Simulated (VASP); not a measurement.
A run of VASP 6.6.1:

Contents of POSCAR:

```
BN
1.0
    2.5039917043      0.0000000000      0.0000000000
   -1.2519958522      2.1685204268      0.0000000000
    0.0000000000      0.0000000000      6.6612000000
B N
2 2
Direct
    0.3333333333      0.6666666667      0.2500000000
    0.6666666667      0.3333333333      0.7500000000
    0.1315828704      0.5657914352      0.7500000000
    0.4649162037      0.2324581019      0.2500000000
```

The input INCAR.step1:

```
ALGO = Normal ; EDIFF = 1E-4
ENCUT = 520 ; GGA = PE
ISMEAR = 0 ; LASPH = True
LCHARG = False ; LREAL = False
LWAVE = True ; NBANDS = 16
NELM = 60 ; PREC = Accurate
SIGMA = 0.05
```

INCAR.step2

```
ALGO = Normal ; EDIFF = 1E-6
ENCUT = 520 ; ISIF = 2
ISMEAR = 0 ; ISTART = 1
LASPH = True ; LCHARG = False
LMIXTAU = True ; LREAL = False
LWAVE = False ; METAGGA = R2SCAN
NBANDS = 16 ; NELM = 60
PREC = Accurate ; SIGMA = 0.05
```

File KPOINTS:

```
k-points
0
Gamma
  12 12 4
```

Potentials or basis: VASP PAW PBE potentials, release 64 (B, N).

The run is started by

```sh
$ cat potpaw_PBE.64/B/POTCAR potpaw_PBE.64/N/POTCAR > POTCAR
$ cp INCAR.step1 INCAR
$ mpirun -np 1 vasp_std > vasp.out
$ cp INCAR.step2 INCAR
$ mpirun -np 1 vasp_std > vasp.out
```

Hardware: 1 thread of Intel(R) Xeon(R) 6975P-C (Granite Rapids) (shared host).

Q: How long does it take, and how much memory?

A: It took 110 s on 1 thread of Intel(R) Xeon(R) 6975P-C (Granite Rapids), with other jobs on the host, peak memory 0.19 GiB. Counts: k points 129.
